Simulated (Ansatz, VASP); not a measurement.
**Ge in VASP and in Ansatz**

```
Ge
1.0
     0.00000    2.82877    2.75805
     2.82877    0.00000    2.75805
     2.82877    2.82877    0.00000
Ge
2
Direct
  0.50000 0.50000 0.50000
  0.75000 0.75000 0.75000
```

Change from the starting cell: strain +0.000 along x and y, -0.025 along z, atoms carried along.

Alike in both runs: task single point; functional PBE; k mesh 14 × 14 × 14; occupations gaussian, width 0.15 eV; no spin polarisation.

|  | VASP | Ansatz |
| --- | --- | --- |
| version | VASP 6.6.1 | Ansatz 0.2.0 |
| potentials or method | VASP PAW PBE potentials, release 64 (Ge_d), cutoff 520 eV | scalar-relativistic, plane waves, PAW |
| valence electrons in the cell | 28 | 28 |

```csv
,VASP,Ansatz,Ansatz less VASP
pressure (GPa),5.6,5.7,+0.07
"traceless stress, the component that is largest in VASP (GPa)",1.16,1.15,-0.008
```

With one functional, cell and mesh, what is left measures potentials, basis and numerics.
